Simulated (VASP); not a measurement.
# MnO2 (P-3m1) in VASP: settings compared

Aim: see how the results for MnO2 move with the level of theory and the settings. Levels: PBEsol, BLYP+D4. Tasks: single point, relaxation of cell and atoms, relaxation of the atoms.

Everything below comes from runs of VASP 6.6.1. Logs are shortened: lines on timing, memory, paths and dates and some standing lists are left out, and cuts for length are marked.

### Step 1. The cell of the first run

Symmetry: P-3m1, No. 164, trigonal system. Conventional cell: a = 2.857 Å, b = 2.857 Å, c = 4.601 Å, α = 90.00°, β = 90.00°, γ = 120.00°. Within 2.5 Å of Mn (site symmetry -3m) lie 6 O at 1.90 Å. O (site symmetry 3m) has 3 Mn at 1.90 Å and 3 O at 2.51 Å within 2.6 Å.

### Step 2. Single point, PBEsol, collinear spin, ferromagnetic start

Contents of INCAR:

```
PREC     = Accurate       # precision mode
ENCUT    = 700            # plane-wave cutoff, eV
EDIFF    = 1E-6           # SCF threshold, eV
ISMEAR   = -1             # smearing method
SIGMA    = 0.05           # smearing width, eV
LREAL    = False          # projectors in reciprocal space
LASPH    = True           # aspherical terms in the spheres
NELM     = 200            # most SCF steps
ALGO     = Normal         # electronic algorithm
ISIF     = 2              # what is computed and relaxed
LWAVE    = False          # write WAVECAR
LCHARG   = False          # write CHGCAR
ISPIN    = 2              # spin polarisation
MAGMOM   = 4 0 0          # initial moments
LORBIT   = 11             # projections on sites
LMAXMIX  = 4              # l up to which the mixer works
GGA      = PS             # functional
NBANDS   = 24             # bands
GGA_COMPAT= False
```

Contents of KPOINTS:

```
Automatic mesh
0
Gamma
  11 11 6
```

Contents of POSCAR:

```
MnO2
1.0
    2.8565781804      0.0000000000      0.0000000000
   -1.4282890902      2.4738692722      0.0000000000
    0.0000000000      0.0000000000      4.6013740589
Mn O
1 2
Direct
    0.0000000000      0.0000000000      0.5000000000
    0.3333333333      0.6666666667      0.7062925700
    0.6666666667      0.3333333333      0.2937074300
```

Potentials or basis: VASP PAW PBE potentials, release 64 (Mn_sv, O).

The run is started by

```console
$ cat potpaw_PBE.64/Mn_sv/POTCAR potpaw_PBE.64/O/POTCAR > POTCAR
$ mpirun -np 1 vasp_std > vasp.out
```

OUTCAR:

```text
PREC = Accurate
   ENCUT = 700
   EDIFF = 1E-6
   ISMEAR = -1
   LREAL = False
   LASPH = True
   NELM = 200
   ISIF = 2
   ISPIN = 2
   LORBIT = 11
   GGA = PS

 ion  position               nearest neighbor table
   1  0.000  0.000  0.500-   2 1.90   3 1.90   3 1.90   2 1.90   3 1.90   2 1.90
   2  0.333  0.667  0.706-   1 1.90   1 1.90   1 1.90
   3  0.667  0.333  0.294-   1 1.90   1 1.90   1 1.90

  LATTYP: Found a hexagonal cell.
 ALAT       =     2.8565781804
 C/A-ratio  =     1.6107992739

  Lattice vectors:

 A1 = (   2.8565781804,   0.0000000000,   0.0000000000)
 A2 = (  -1.4282890902,   2.4738692722,   0.0000000000)
 A3 = (   0.0000000000,   0.0000000000,   4.6013740589)

Analysis of symmetry for initial positions (statically):
=====================================================================
 Subroutine PRICEL returns:
 Original cell was already a primitive cell.

 Routine SETGRP: Setting up the symmetry group for a
 hexagonal supercell.

 Subroutine GETGRP returns: Found 12 space group operations
 (whereof 12 operations were pure point group operations)
 out of a pool of 24 trial point group operations.

The static configuration has the point symmetry D_3d.

Analysis of symmetry for dynamics (positions and initial velocities):
=====================================================================
 Subroutine PRICEL returns:
 Original cell was already a primitive cell.

 Routine SETGRP: Setting up the symmetry group for a
 hexagonal supercell.

 Subroutine GETGRP returns: Found 12 space group operations
 (whereof 12 operations were pure point group operations)
 out of a pool of 24 trial point group operations.

The dynamic configuration has the point symmetry D_3d.

Analysis of structural, dynamic, and magnetic symmetry:
=====================================================================
 Subroutine PRICEL returns:
 Original cell was already a primitive cell.

 Routine SETGRP: Setting up the symmetry group for a
 hexagonal supercell.

 Subroutine GETGRP returns: Found 12 space group operations
 (whereof 12 operations were pure point group operations)
 out of a pool of 24 trial point group operations.

The overall configuration has the point symmetry D_3d.

 Subroutine INISYM returns: Found 12 space group operations
 (whereof 12 operations are pure point group operations),
 and found     1 'primitive' translations

----------------------------------------------------------------------------------------

                                     Primitive cell

  volume of cell :      32.5170

  direct lattice vectors                    reciprocal lattice vectors
     2.856578180  0.000000000  0.000000000     0.350069187  0.202112539  0.000000000
    -1.428289090  2.473869272  0.000000000     0.000000000  0.404225078  0.000000000
     0.000000000  0.000000000  4.601374059     0.000000000  0.000000000  0.217326387

  length of vectors
     2.856578180  2.856578180  4.601374059     0.404225078  0.404225078  0.217326387

  position of ions in fractional coordinates (direct lattice)
     0.000000000  0.000000000  0.500000000
     0.333333333  0.666666667  0.706292570
     0.666666667  0.333333333  0.293707430

  ion indices of the primitive-cell ions
   primitive index   ion index
                 1           1
                 2           2
                 3           3

----------------------------------------------------------------------------------------

 KPOINTS: Automatic mesh

Automatic generation of k-mesh.
 Grid dimensions read from file:
 generate k-points for:   11   11    6

 Generating k-lattice:

  Cartesian coordinates                     Fractional coordinates (reciprocal lattice)
     0.031824472  0.018373867  0.000000000     0.090909091  0.000000000  0.000000000
     0.000000000  0.036747734  0.000000000     0.000000000  0.090909091  0.000000000
     0.000000000  0.000000000  0.036221065     0.000000000  0.000000000  0.166666667

  Length of vectors
     0.036747734  0.036747734  0.036221065

  Shift w.r.t. Gamma in fractional coordinates (k-lattice)
     0.000000000  0.000000000  0.000000000

 Subroutine IBZKPT returns following result:
 ===========================================

 Found     84 irreducible k-points:

 Following reciprocal coordinates:
            Coordinates               Weight
  0.000000  0.000000  0.000000      1.000000
  0.090909  0.000000  0.000000      6.000000
  0.181818  0.000000  0.000000      6.000000
  0.272727  0.000000  0.000000      6.000000
  0.363636  0.000000  0.000000      6.000000
  0.454545  0.000000  0.000000      6.000000
[... 16 lines left out ...]
  0.000000  0.272727  0.166667      6.000000
  0.363636  0.000000  0.166667      6.000000
 [... further k-points ...]
   k-points           NKPTS =     84   k-points in BZ     NKDIM =     84   number of bands    NBANDS=     24
   number of dos      NEDOS =    301   number of ions     NIONS =      3
   total plane-waves  NPLWV =  31360
   dimension x,y,z NGX =    28 NGY =   28 NGZ =   40
   dimension x,y,z NGXF=    56 NGYF=   56 NGZF=   80
   ions per type =               1   2
   NGX,Y,Z   is equivalent  to a cutoff of  16.30, 16.30, 14.45 a.u.
   NGXF,Y,Z  is equivalent  to a cutoff of  32.59, 32.59, 28.90 a.u.
 SYSTEM =  unknown system
   PREC   = accura    normal or accurate (medium, high low for compatibility)
   ISTART =      0    job   : 0-new  1-cont  2-samecut
   ICHARG =      2    charge: 1-file 2-atom 10-const
   ISPIN  =      2    spin polarized calculation?
   LNONCOLLINEAR =      F non collinear calculations
   LSORBIT =      F    spin-orbit coupling
   LASPH  =      T    aspherical Exc in radial PAW
   ENCUT  =  700.0 eV  51.45 Ry    7.17 a.u.   6.16  6.16  9.93*2*pi/ulx,y,z
   NELM   =    200;   NELMIN=  2; NELMDL= -5     # of ELM steps
   EDIFF  = 0.1E-05   stopping-criterion for ELM
   LREAL  =      F    real-space projection
[... 7 lines left out ...]
   TEBEG  =    0.0;   TEEND  =   0.0 temperature during run
   PSTRESS=    0.0 pullay stress
   NELECT =      27.0000    total number of electrons
   NUPDOWN=      -1.0000    fix difference up-down
   EMIN   =  10.00;   EMAX   =-10.00  energy-range for DOS
   EFERMI =   0.00;   METHOD = LEGACY
   ISMEAR =    -1;   SIGMA  =   0.05  broadening in eV -4-tet -1-fermi 0-gaus
   EFERMI_NEDOS =   21; number of points for ismear=-14 and -15
   IALGO  =     38    algorithm
   IMIX   =      4    mixing-type and parameters
     AMIX     =   0.40;   BMIX     =  1.00
     AMIX_MAG =   1.60;   BMIX_MAG =  1.00
  volume/ion in A,a.u.               =      10.84        73.15
  Fermi-wavevector in a.u.,A,eV,Ry     =   1.538719  2.907757 32.213913  2.367656
  Thomas-Fermi vector in A             =   2.645048
   LORBIT       =     11    0 simple, 1 ext, 2 COOP (PROOUT), +10 PAW based schemes
   GGA     = PS    functional components
   LHFCALC =     F    Hartree Fock is set to
   AEXX    =    0.0000 exact exchange contribution
   IVDW    =     0    specifies the selected vdW correction
   LEPSILON=     F    determine dielectric tensor
   LRPA    =     F    only Hartree local field effects (RPA)
 spin polarized calculation
  energy-cutoff  :      700.00
  volume of cell :       32.52
 maximum number of plane-waves:      1387
 NGX is ok and might be reduce to    28
   NGX = 13   NGY = 13   NGZ = 19

 number of electron      26.9999998 magnetization       3.0004040

 Free energy of the ion-electron system (eV)
  ---------------------------------------------------
  ext. energy  EPLUGINS =         0.00000000
  ---------------------------------------------------
  free energy    TOTEN  =       -25.26044368 eV

  energy without entropy =      -25.26042745  energy(sigma->0) =      -25.26043556

 E-fermi :   4.7539     XC(G=0): -11.0977

 val. band max:        4.3796728202   @ k =   0.0909   0.0000   0.5000
 cond. band min:       5.0991796008   @ k =   0.0000   0.0000   0.5000
 fundamental gap:      0.7195067806
 Fermi energy:         4.7538951859

 spin component 1

 k-point     1 :       0.0000    0.0000    0.0000
  band No.  band energies     occupation
      1     -76.9980      1.00000
      2     -45.7652      1.00000
      3     -45.7652      1.00000
      4     -45.7637      1.00000
      5     -15.3050      1.00000
      6     -12.9322      1.00000
[... 16 lines left out ...]
     23      26.2806      0.00000
     24      27.7348      0.00000

 k-point     2 :       0.0909    0.0000    0.0000
  band No.  band energies     occupation
      1     -76.9965      1.00000
      2     -45.7785      1.00000
      3     -45.7682      1.00000
      4     -45.7615      1.00000
      5     -15.1961      1.00000
      6     -12.9654      1.00000
[... 16 lines left out ...]
     23      25.0247      0.00000
     24      27.9052      0.00000

 k-point     3 :       0.1818    0.0000    0.0000
  band No.  band energies     occupation
      1     -76.9924      1.00000
      2     -45.8143      1.00000
      3     -45.7763      1.00000
      4     -45.7556      1.00000
      5     -14.8927      1.00000
      6     -13.0561      1.00000
[... 16 lines left out ...]
     23      24.6223      0.00000
     24      26.3138      0.00000
[... 514 lines left out ...]
 k-point    23 :       0.0000    0.2727    0.1667
  band No.  band energies     occupation
      1     -76.9872      1.00000
      2     -45.8610      1.00000
      3     -45.7868      1.00000
      4     -45.7479      1.00000
      5     -14.4489      1.00000
      6     -13.1971      1.00000
[... 16 lines left out ...]
     23      23.4704      0.00000
     24      25.2423      0.00000

 k-point    24 :       0.3636    0.0000    0.1667
  band No.  band energies     occupation
      1     -76.9823      1.00000
      2     -45.9035      1.00000
      3     -45.7965      1.00000
      4     -45.7407      1.00000
      5     -13.9922      1.00000
      6     -13.3432      1.00000
[... 16 lines left out ...]
     23      23.2438      0.00000
     24      25.0097      0.00000

 [... further k-points ...]

 spin component 2

 k-point     1 :       0.0000    0.0000    0.0000
  band No.  band energies     occupation
      1     -73.8338      1.00000
      2     -42.7237      1.00000
      3     -42.7237      1.00000
      4     -42.5614      1.00000
      5     -15.1281      1.00000
      6     -12.8078      1.00000
[... 16 lines left out ...]
     23      26.7429      0.00000
     24      28.6638      0.00000

 k-point     2 :       0.0909    0.0000    0.0000
  band No.  band energies     occupation
      1     -73.8321      1.00000
      2     -42.7395      1.00000
      3     -42.7271      1.00000
      4     -42.5585      1.00000
      5     -15.0204      1.00000
      6     -12.8383      1.00000
[... 16 lines left out ...]
     23      25.7240      0.00000
     24      28.8089      0.00000

 k-point     3 :       0.1818    0.0000    0.0000
  band No.  band energies     occupation
      1     -73.8275      1.00000
      2     -42.7819      1.00000
      3     -42.7365      1.00000
      4     -42.5510      1.00000
      5     -14.7206      1.00000
      6     -12.9222      1.00000
[... 16 lines left out ...]
     23      25.4041      0.00000
     24      26.6804      0.00000
[... 514 lines left out ...]
 k-point    23 :       0.0000    0.2727    0.1667
  band No.  band energies     occupation
      1     -73.8215      1.00000
      2     -42.8371      1.00000
      3     -42.7487      1.00000
      4     -42.5412      1.00000
      5     -14.2827      1.00000
      6     -13.0555      1.00000
[... 16 lines left out ...]
     23      24.0690      0.00000
     24      26.1277      0.00000

 k-point    24 :       0.3636    0.0000    0.1667
  band No.  band energies     occupation
      1     -73.8159      1.00000
      2     -42.8875      1.00000
      3     -42.7599      1.00000
      4     -42.5322      1.00000
      5     -13.8330      1.00000
      6     -13.1959      1.00000
[... 16 lines left out ...]
     23      23.7776      0.00000
     24      25.7549      0.00000

 [... further k-points ...]

------------------------ aborting loop because EDIFF is reached ----------------------------------------

  FORCE on cell =-STRESS in cart. coord.  units (eV):
  Direction    XX          YY          ZZ          XY          YZ          ZX
  --------------------------------------------------------------------------------------
  -------------------------------------------------------------------------------------
  Total       -0.6279522     -0.6279522     -0.1935669      0.0000000     -0.0000000      0.0000000
  in kB      -30.9404624    -30.9404624     -9.5374276      0.0000000     -0.0000000      0.0000000
  external PRESSURE =     -23.8061175 kB  Pullay stress =       0.0000000 kB

 VOLUME and BASIS-vectors are now :
 -----------------------------------------------------------------------------
  energy-cutoff  :      700.00
  volume of cell :       32.52
      direct lattice vectors                 reciprocal lattice vectors
     2.856578180  0.000000000  0.000000000     0.350069187  0.202112539  0.000000000
    -1.428289090  2.473869272  0.000000000     0.000000000  0.404225078  0.000000000
     0.000000000  0.000000000  4.601374059     0.000000000  0.000000000  0.217326387

 POSITION                                       TOTAL-FORCE (eV/Angst)
 -----------------------------------------------------------------------------------
      0.00000      0.00000      2.30069         0.000000      0.000000      0.000000
     -0.00000      1.64925      3.24992        -0.000000      0.000000     -0.175760
      1.42829      0.82462      1.35146         0.000000     -0.000000      0.175760
 -----------------------------------------------------------------------------------
    total drift:                                0.000000     -0.000000     -0.000000

  FREE ENERGIE OF THE ION-ELECTRON SYSTEM (eV)
  ---------------------------------------------------
  free  energy   TOTEN  =       -25.2604436791 eV

  energy  without entropy=      -25.2604274503  energy(sigma->0) =      -25.26043556

 total charge

# of ion       s       p       d       tot
------------------------------------------
    1        2.208   6.113   4.463  12.784
    2        1.573   3.404   0.000   4.977
    3        1.573   3.404   0.000   4.977
--------------------------------------------------
tot          5.354  12.921   4.463  22.737

 magnetization (x)

# of ion       s       p       d       tot
------------------------------------------
    1        0.024   0.018   2.682   2.723
    2        0.004   0.037   0.000   0.041
    3        0.004   0.037   0.000   0.041
--------------------------------------------------
tot          0.031   0.092   2.682   2.805
```

Wall time 3.3 min (1 thread of AMD EPYC 7R13 (Zen 3), shared host); peak memory 0.26 GiB.

Results:

| Quantity | Value |
| --- | --- |
| Free energy | -25.2604 eV |
| Pressure | -2.4 GPa |
| Largest force | 0.176 eV/Å |
| Band gap on the k mesh | 0.72 eV (least direct gap 0.77 eV) |
| Net moment | 3.00 μB per cell |
| Site moments | Mn +2.72; O +0.04 μB |
| Valence electrons inside the program's atomic spheres | Mn 12.78; O 4.98 |

Forces on the atoms (eV/Å):
```
Mn   0.000  0.000  0.000
O    0.000  0.000 -0.176
O    0.000  0.000  0.176
```

Caveat: the PAW data sets were made with another functional, which shifts forces and pressure a little; a cell with one magnetic atom can't hold antiferromagnetic order, which such compounds often take. A k mesh can miss the band edges.

### Step 3. Relaxation of cell and atoms, BLYP+D4, collinear spin, ferromagnetic start

Contents of INCAR:

```
PREC     = Accurate       # precision mode
ENCUT    = 600            # plane-wave cutoff, eV
EDIFF    = 1E-6           # SCF threshold, eV
ISMEAR   = -1             # smearing method
SIGMA    = 0.05           # smearing width, eV
LREAL    = F              # projectors in reciprocal space
LASPH    = T              # aspherical terms in the spheres
NELM     = 150            # most SCF steps
ALGO     = Normal         # electronic algorithm
ISIF     = 3              # what is computed and relaxed
LWAVE    = F              # write WAVECAR
LCHARG   = F              # write CHGCAR
ISPIN    = 2              # spin polarisation
MAGMOM   = 4 0 0          # initial moments
LORBIT   = 11             # projections on sites
LMAXMIX  = 4              # l up to which the mixer works
GGA      = B5             # functional
ALDAX    = 1.0          
AGGAX    = 1.0          
AGGAC    = 1.0          
ALDAC    = 0.0          
IVDW     = 13             # dispersion correction
VDW_S6   = 1.0          
VDW_S8   = 2.34076671   
VDW_A1   = 0.44488865   
VDW_A2   = 4.0933009    
IBRION   = 2              # ionic algorithm
NSW      = 60             # ionic steps
EDIFFG   = -0.01          # ionic threshold
```

Contents of KPOINTS:

```
regular mesh
0
Gamma
  11 11 6
```

POSCAR is that of step 2.

Potentials or basis: VASP PAW PBE potentials, release 64 (Mn_pv, O).

The run is started by

```console
$ cat potpaw_PBE.64/Mn_pv/POTCAR potpaw_PBE.64/O/POTCAR > POTCAR
$ mpirun -np 1 vasp_std > vasp.out
```

It took 8.3 min on 1 thread of Intel Xeon 6975P-C (Granite Rapids), shared host; peak memory 0.25 GiB.

Results (log left out):

- Free energy: -23.5562 eV
- Relaxed volume: 10.44 Å³/atom
- Relaxed cell: a = 2.893 Å, b = 2.893 Å, c = 4.319 Å, α = 90.00°, β = 90.00°, γ = 120.00°
- Space group after relaxing (to 0.1 Å): P-3m1 (No. 164)
- Energy gained by relaxing: 14.1 meV/atom
- Ionic steps: 17
- Pressure after relaxing: 0.0 GPa
- Band gap on the k mesh: 0.71 eV (least direct gap 0.77 eV)
- Net moment: 3.00 μB per cell
- Site moments: Mn +2.82; O +0.05 μB
- Valence electrons inside the program's atomic spheres: Mn 11.67; O 4.99
- Dispersion energy per atom: -0.354 eV

Forces in eV/Å, atoms in the order of the input:
```
Mn   0.000  0.000  0.000
O    0.000  0.000 -0.002
O    0.000  0.000  0.002
```

Step by step:
```tsv
step	energy change (eV)	largest force (eV/Å)	pressure (GPa)	volume (Å³)
1	0.0000	0.5243	5.70	32.52
2	0.0169	0.6141	-8.23	34.36
3	-0.0216	0.0039	-0.69	33.28
4	-0.0252	0.0637	-0.73	33.16
5	-0.0290	0.1782	-0.69	32.92
6	-0.0293	0.2154	-0.74	32.84
7	-0.0321	0.1975	-0.64	32.64
8	-0.0387	0.1438	-0.41	32.04
9	-0.0404	0.0289	0.58	30.85
10	-0.0418	0.0833	0.05	31.33
11	-0.0417	0.0719	0.29	31.23
12	-0.0418	0.0760	0.32	31.26
13	-0.0418	0.0795	0.29	31.29
14	-0.0421	0.0562	-0.83	31.42
15	-0.0422	0.0041	-0.44	31.37
16	-0.0423	0.0012	0.24	31.28
17	-0.0424	0.0021	0.01	31.31
```

Final structure:
```cif
data_structure
_symmetry_space_group_name_H-M 'P 1'
_symmetry_Int_Tables_number 1
_cell_length_a 2.8933
_cell_length_b 2.8933
_cell_length_c 4.3193
_cell_angle_alpha 90.000
_cell_angle_beta 90.000
_cell_angle_gamma 120.000
_cell_volume 31.31
loop_
_atom_site_label
_atom_site_type_symbol
_atom_site_fract_x
_atom_site_fract_y
_atom_site_fract_z
_atom_site_occupancy
Mn1 Mn 0.00000 0.00000 0.50000 1
O1 O 0.33333 0.66667 0.72082 1
O2 O 0.66667 0.33333 0.27918 1
```

Levels at points of the mesh, in eV from the valence-band top:
Spin up:
| k point | band 12 | band 13 | band 14 | band 15 | band 16 | band 17 |
| --- | --- | --- | --- | --- | --- | --- |
| (0.00, 0.00, 0.00) | -1.35 | -0.80 | -0.47 | 2.70 | 2.70 | 7.38 |
| (0.00, 0.00, 0.50) | -1.45 | -1.45 | -0.07 | 2.81 | 2.81 | 9.61 |
Spin down:
```tsv
k point	band 7	band 8	band 9	band 10	band 11	band 12	band 13	band 14	band 15	band 16
(0.00, 0.00, 0.00)	-4.88	-4.88	-1.28	-1.28	-0.60	0.72	0.72	2.23	3.95	3.95
(0.00, 0.00, 0.50)	-4.84	-4.10	-2.43	-1.39	-1.39	0.71	0.71	2.37	4.05	4.05
```

Caveat: the PAW data sets were made with another functional, which shifts forces and pressure a little; a cell with one magnetic atom can't hold antiferromagnetic order, which such compounds often take. A k mesh can miss the band edges.

[end of part 1 of 2]
